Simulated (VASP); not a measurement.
# V (P6_3/mmc) in VASP: notebook

The runs below take V through single point, with BLYP.

All numbers are computed with VASP 6.6.1; they aren't measurements. Logs are shortened: lines on timing, memory, paths and dates and some standing lists are left out, and cuts for length are marked.

### Step 1. The cell of the first run

It takes space group P6_3/mmc (No. 194, hexagonal). The conventional cell has a = 2.624 Å, b = 2.624 Å, c = 4.790 Å, α = 90.00°, β = 90.00°, γ = 120.00°. V (site symmetry -6m2) has 12 V at 2.62 to 2.83 Å within 3.5 Å.

This isn't the form of V at room conditions, which is bcc.

### Step 2. Single point, BLYP

File INCAR:

```
SYSTEM = V
  PREC = Accurate
  ENCUT = 520
  EDIFF = 1E-6
  ISMEAR = -1
  SIGMA = 0.1
  LREAL = .False.
  LASPH = .True.
  NELM = 100
  ALGO = Normal
  ISIF = 2
  LWAVE = .False.
  LCHARG = .True.
  GGA = B5
  ALDAX = 1.0
  AGGAX = 1.0
  AGGAC = 1.0
  ALDAC = 0.0
  LELF = .True.
  LVHAR = .True.
  NBANDS = 20
```

File KPOINTS:

```
Automatic mesh
0
Gamma
  13 13 7
  0 0 0
```

File POSCAR:

```
V
1.0
    2.6244394618      0.0000000000      0.0000000000
   -1.3122197309      2.2728312446      0.0000000000
    0.0000000000      0.0000000000      4.7901729279
V
2
Direct
    0.3333333333      0.6666666667      0.2500000000
    0.6666666667      0.3333333333      0.7500000000
```

Potentials or basis: VASP PAW PBE potentials, release 64 (V_sv).

The run is started by

```sh
> cat potpaw_PBE.64/V_sv/POTCAR > POTCAR
> mpirun -np 1 vasp_std > vasp.out
```

OUTCAR:

```text
SYSTEM = V
   PREC = Accurate
   ENCUT = 520
   EDIFF = 1E-6
   ISMEAR = -1
   LREAL = .False.
   LASPH = .True.
   NELM = 100
   ISIF = 2
   GGA = B5

 ion  position               nearest neighbor table
   1  0.333  0.667  0.250-   2 2.83   2 2.83   2 2.83   2 2.83   2 2.83   2 2.83
   2  0.667  0.333  0.750-   1 2.83   1 2.83   1 2.83   1 2.83   1 2.83   1 2.83

  LATTYP: Found a hexagonal cell.
 ALAT       =     2.6244394618
 C/A-ratio  =     1.8252175360

  Lattice vectors:

 A1 = (   2.6244394618,   0.0000000000,   0.0000000000)
 A2 = (  -1.3122197309,   2.2728312446,   0.0000000000)
 A3 = (   0.0000000000,   0.0000000000,   4.7901729279)

Analysis of symmetry for initial positions (statically):
=====================================================================
 Subroutine PRICEL returns:
 Original cell was already a primitive cell.

 Routine SETGRP: Setting up the symmetry group for a
 hexagonal supercell.

 Subroutine GETGRP returns: Found 24 space group operations
 (whereof 12 operations were pure point group operations)
 out of a pool of 24 trial point group operations.

The static configuration has the point symmetry D_3d.
 The point group associated with its full space group is D_6h.

Analysis of symmetry for dynamics (positions and initial velocities):
=====================================================================
 Subroutine PRICEL returns:
 Original cell was already a primitive cell.

 Routine SETGRP: Setting up the symmetry group for a
 hexagonal supercell.

 Subroutine GETGRP returns: Found 24 space group operations
 (whereof 12 operations were pure point group operations)
 out of a pool of 24 trial point group operations.

The dynamic configuration has the point symmetry D_3d.
 The point group associated with its full space group is D_6h.

 Subroutine INISYM returns: Found 24 space group operations
 (whereof 12 operations are pure point group operations),
 and found     1 'primitive' translations

----------------------------------------------------------------------------------------

                                     Primitive cell

  volume of cell :      28.5729

  direct lattice vectors                    reciprocal lattice vectors
     2.624439462  0.000000000  0.000000000     0.381033746  0.219989936  0.000000000
    -1.312219731  2.272831245  0.000000000     0.000000000  0.439979872  0.000000000
     0.000000000  0.000000000  4.790172928     0.000000000  0.000000000  0.208760731

  length of vectors
     2.624439462  2.624439462  4.790172928     0.439979872  0.439979872  0.208760731

  position of ions in fractional coordinates (direct lattice)
     0.333333333  0.666666667  0.250000000
     0.666666667  0.333333333  0.750000000

  ion indices of the primitive-cell ions
   primitive index   ion index
                 1           1
                 2           2

----------------------------------------------------------------------------------------

 KPOINTS: Automatic mesh

Automatic generation of k-mesh.
 Grid dimensions read from file:
 generate k-points for:   13   13    7

 Generating k-lattice:

  Cartesian coordinates                     Fractional coordinates (reciprocal lattice)
     0.029310288  0.016922303  0.000000000     0.076923077  0.000000000  0.000000000
     0.000000000  0.033844606  0.000000000     0.000000000  0.076923077  0.000000000
     0.000000000  0.000000000  0.029822962     0.000000000  0.000000000  0.142857143

  Length of vectors
     0.033844606  0.033844606  0.029822962

  Shift w.r.t. Gamma in fractional coordinates (k-lattice)
     0.000000000  0.000000000  0.000000000

 Subroutine IBZKPT returns following result:
 ===========================================

 Found     84 irreducible k-points:

 Following reciprocal coordinates:
            Coordinates               Weight
  0.000000  0.000000  0.000000      1.000000
  0.076923  0.000000  0.000000      6.000000
  0.153846  0.000000  0.000000      6.000000
  0.230769  0.000000  0.000000      6.000000
  0.307692  0.000000  0.000000      6.000000
  0.384615 -0.000000  0.000000      6.000000
[... 16 lines left out ...]
  0.076923  0.000000  0.142857     12.000000
  0.153846  0.000000  0.142857     12.000000
 [... further k-points ...]
   k-points           NKPTS =     84   k-points in BZ     NKDIM =     84   number of bands    NBANDS=     20
   number of dos      NEDOS =    301   number of ions     NIONS =      2
   total plane-waves  NPLWV =  14400
   dimension x,y,z NGX =    20 NGY =   20 NGZ =   36
   dimension x,y,z NGXF=    40 NGYF=   40 NGZF=   72
   ions per type =               2
   NGX,Y,Z   is equivalent  to a cutoff of  12.67, 12.67, 12.49 a.u.
   NGXF,Y,Z  is equivalent  to a cutoff of  25.34, 25.34, 24.99 a.u.
 SYSTEM =  V
   PREC   = accura    normal or accurate (medium, high low for compatibility)
   ISTART =      0    job   : 0-new  1-cont  2-samecut
   ICHARG =      2    charge: 1-file 2-atom 10-const
   ISPIN  =      1    spin polarized calculation?
   LNONCOLLINEAR =      F non collinear calculations
   LSORBIT =      F    spin-orbit coupling
   LASPH  =      T    aspherical Exc in radial PAW
   ENCUT  =  520.0 eV  38.22 Ry    6.18 a.u.   4.88  4.88  8.91*2*pi/ulx,y,z
   NELM   =    100;   NELMIN=  2; NELMDL= -5     # of ELM steps
   EDIFF  = 0.1E-05   stopping-criterion for ELM
   LREAL  =      F    real-space projection
   EDIFFG = 0.1E-04   stopping-criterion for IOM
   NSW    =      0    number of steps for IOM
   IBRION =     -1    ionic relax: 0-MD 1-quasi-New 2-CG
   NFREE  =      0    steps in history (QN), initial steepest desc. (CG)
   ISIF   =      2    stress and relaxation
   ISYM   =      2    0-nonsym 1-usesym 2-fastsym
   POTIM  = 0.5000    time-step for ionic-motion
   TEBEG  =    0.0;   TEEND  =   0.0 temperature during run
   PSTRESS=    0.0 pullay stress
   NELECT =      26.0000    total number of electrons
   NUPDOWN=      -1.0000    fix difference up-down
   EMIN   =  10.00;   EMAX   =-10.00  energy-range for DOS
   EFERMI =   0.00;   METHOD = LEGACY
   ISMEAR =    -1;   SIGMA  =   0.10  broadening in eV -4-tet -1-fermi 0-gaus
   EFERMI_NEDOS =   21; number of points for ismear=-14 and -15
   IALGO  =     38    algorithm
   IMIX   =      4    mixing-type and parameters
     AMIX     =   0.40;   BMIX     =  1.00
     AMIX_MAG =   1.60;   BMIX_MAG =  1.00
  volume/ion in A,a.u.               =      14.29        96.41
  Fermi-wavevector in a.u.,A,eV,Ry     =   1.586406  2.997872 34.241558  2.516683
  Thomas-Fermi vector in A             =   2.685722
   LORBIT       =      0    0 simple, 1 ext, 2 COOP (PROOUT), +10 PAW based schemes
   GGA     = B5    functional components
   LHFCALC =     F    Hartree Fock is set to
   AEXX    =    0.0000 exact exchange contribution
   IVDW    =     0    specifies the selected vdW correction
   LEPSILON=     F    determine dielectric tensor
   LRPA    =     F    only Hartree local field effects (RPA)
 non-spin polarized calculation
  energy-cutoff  :      520.00
  volume of cell :       28.57
 maximum number of plane-waves:       783
 NGX is ok and might be reduce to    20
   NGX =  9   NGY =  9   NGZ = 17

 number of electron      25.9999998 magnetization

 Free energy of the ion-electron system (eV)
  ---------------------------------------------------
  ext. energy  EPLUGINS =         0.00000000
  ---------------------------------------------------
  free energy    TOTEN  =       -15.29187187 eV

  energy without entropy =      -15.17102181  energy(sigma->0) =      -15.23144684

 E-fermi :   9.7902     XC(G=0): -12.0174

 val. band max:        9.7875593138   @ k =   0.1538   0.1538   0.1429
 cond. band min:       9.7927569625   @ k =   0.3846   0.1538   0.4286
 fundamental gap:      0.0051976487
 Fermi energy:         9.7901974683

 k-point     1 :       0.0000    0.0000    0.0000
  band No.  band energies     occupation
      1     -53.9772      2.00000
      2     -53.8835      2.00000
      3     -28.2325      2.00000
      4     -27.6657      2.00000
      5     -27.5166      2.00000
      6     -27.5166      2.00000
[... 12 lines left out ...]
     19      12.5235      0.00000
     20      12.5235      0.00000

 k-point     2 :       0.0769    0.0000    0.0000
  band No.  band energies     occupation
      1     -53.9675      2.00000
      2     -53.8762      2.00000
      3     -28.2180      2.00000
      4     -27.6662      2.00000
      5     -27.5634      2.00000
      6     -27.5289      2.00000
[... 12 lines left out ...]
     19      12.5469      0.00000
     20      12.9960      0.00000

 k-point     3 :       0.1538    0.0000    0.0000
  band No.  band energies     occupation
      1     -53.9401      2.00000
      2     -53.8559      2.00000
      3     -28.1766      2.00000
      4     -27.6931      2.00000
      5     -27.6685      2.00000
      6     -27.6431      2.00000
[... 12 lines left out ...]
     19      12.5868      0.00000
     20      14.0228      0.00000

 k-point     4 :       0.2308    0.0000    0.0000
  band No.  band energies     occupation
      1     -53.9008      2.00000
      2     -53.8278      2.00000
      3     -28.1146      2.00000
      4     -27.8756      2.00000
      5     -27.8212      2.00000
      6     -27.6752      2.00000
[... 12 lines left out ...]
     19      12.6073      0.00000
     20      15.2753      0.00000

 k-point     5 :       0.3077    0.0000    0.0000
  band No.  band energies     occupation
      1     -53.8577      2.00000
      2     -53.7989      2.00000
      3     -28.0681      2.00000
      4     -28.0416      2.00000
      5     -28.0052      2.00000
      6     -27.6892      2.00000
[... 12 lines left out ...]
     19      12.6039      0.00000
     20      16.6312      0.00000

 k-point     6 :       0.3846   -0.0000    0.0000
  band No.  band energies     occupation
      1     -53.8200      2.00000
      2     -53.7765      2.00000
      3     -28.2263      2.00000
      4     -28.1546      2.00000
      5     -27.9708      2.00000
      6     -27.7109      2.00000
[... 12 lines left out ...]
     19      12.7725      0.00000
     20      17.1185      0.00000

 k-point     7 :       0.4615    0.0000    0.0000
  band No.  band energies     occupation
      1     -53.7971      2.00000
      2     -53.7653      2.00000
      3     -28.3150      2.00000
      4     -28.2380      2.00000
      5     -27.9213      2.00000
      6     -27.7326      2.00000
[... 12 lines left out ...]
     19      13.7274      0.00000
     20      16.0148      0.00000
[... 277 lines left out ...]
 k-point    20 :       0.3846    0.2308    0.0000
  band No.  band energies     occupation
      1     -53.7721      2.00000
      2     -53.7571      2.00000
      3     -28.2022      2.00000
      4     -28.1298      2.00000
      5     -27.9366      2.00000
      6     -27.8580      2.00000
[... 12 lines left out ...]
     19      15.9503      0.00000
     20      17.1430      0.00000

 k-point    21 :       0.3077    0.3077    0.0000
  band No.  band energies     occupation
      1     -53.7660      2.00000
      2     -53.7571      2.00000
      3     -28.1408      2.00000
      4     -28.0819      2.00000
      5     -28.0047      2.00000
      6     -27.9379      2.00000
[... 12 lines left out ...]
     19      16.3630      0.00000
     20      18.1793      0.00000

 k-point    22 :       0.0000    0.0000    0.1429
  band No.  band energies     occupation
      1     -53.9726      2.00000
      2     -53.8882      2.00000
      3     -28.2052      2.00000
      4     -27.6946      2.00000
      5     -27.5141      2.00000
      6     -27.5141      2.00000
[... 12 lines left out ...]
     19      12.4989      0.00000
     20      12.4989      0.00000

 k-point    23 :       0.0769    0.0000    0.1429
  band No.  band energies     occupation
      1     -53.9630      2.00000
      2     -53.8807      2.00000
      3     -28.1917      2.00000
      4     -27.6956      2.00000
      5     -27.5605      2.00000
      6     -27.5263      2.00000
[... 12 lines left out ...]
     19      12.5163      0.00000
     20      12.8535      0.00000

 k-point    24 :       0.1538    0.0000    0.1429
  band No.  band energies     occupation
      1     -53.9360      2.00000
      2     -53.8601      2.00000
      3     -28.1538      2.00000
      4     -27.7100      2.00000
      5     -27.6866      2.00000
      6     -27.6320      2.00000
[... 12 lines left out ...]
     19      12.5430      0.00000
     20      13.6343      0.00000

 [... further k-points ...]

------------------------ aborting loop because EDIFF is reached ----------------------------------------

  FORCE on cell =-STRESS in cart. coord.  units (eV):
  Direction    XX          YY          ZZ          XY          YZ          ZX
  --------------------------------------------------------------------------------------
  -------------------------------------------------------------------------------------
  Total        0.0446916      0.0446916      0.0480403      0.0000000      0.0000000     -0.0000000
  in kB        2.5060026      2.5060026      2.6937737      0.0000000      0.0000000     -0.0000000
  external PRESSURE =       2.5685930 kB  Pullay stress =       0.0000000 kB

 VOLUME and BASIS-vectors are now :
 -----------------------------------------------------------------------------
  energy-cutoff  :      520.00
  volume of cell :       28.57
      direct lattice vectors                 reciprocal lattice vectors
     2.624439462  0.000000000  0.000000000     0.381033746  0.219989936  0.000000000
    -1.312219731  2.272831245  0.000000000     0.000000000  0.439979872  0.000000000
     0.000000000  0.000000000  4.790172928     0.000000000  0.000000000  0.208760731

 POSITION                                       TOTAL-FORCE (eV/Angst)
 -----------------------------------------------------------------------------------
     -0.00000      1.51522      1.19754        -0.000000      0.000000      0.000000
      1.31222      0.75761      3.59263         0.000000     -0.000000      0.000000
 -----------------------------------------------------------------------------------
    total drift:                                0.000000     -0.000000      0.000000

  FREE ENERGIE OF THE ION-ELECTRON SYSTEM (eV)
  ---------------------------------------------------
  free  energy   TOTEN  =       -15.2918718738 eV

  energy  without entropy=      -15.1710218144  energy(sigma->0) =      -15.23144684
```

Run time: 46 s. Hardware: 1 thread of Intel Xeon 8259CL, shared host; peak memory 0.17 GiB.

What came out:

* Free energy: -15.2919 eV
* Pressure: 0.3 GPa
* Band gap on the k mesh: zero (bands 13 and 14 overlap by 1.64 eV)

Levels at points of the mesh, in eV from the Fermi level:
```tsv
k point	band 9	band 10	band 11	band 12	band 13	band 14	band 15	band 16	band 17	band 18
(0.00, 0.00, 0.00)	-6.57	-3.32	-0.65	-0.07	0.30	0.30	0.58	0.58	1.76	1.76
```

Caveat: the PAW data sets were made with another functional, which shifts forces and pressure a little.

(Continued in part 2 of 3.)
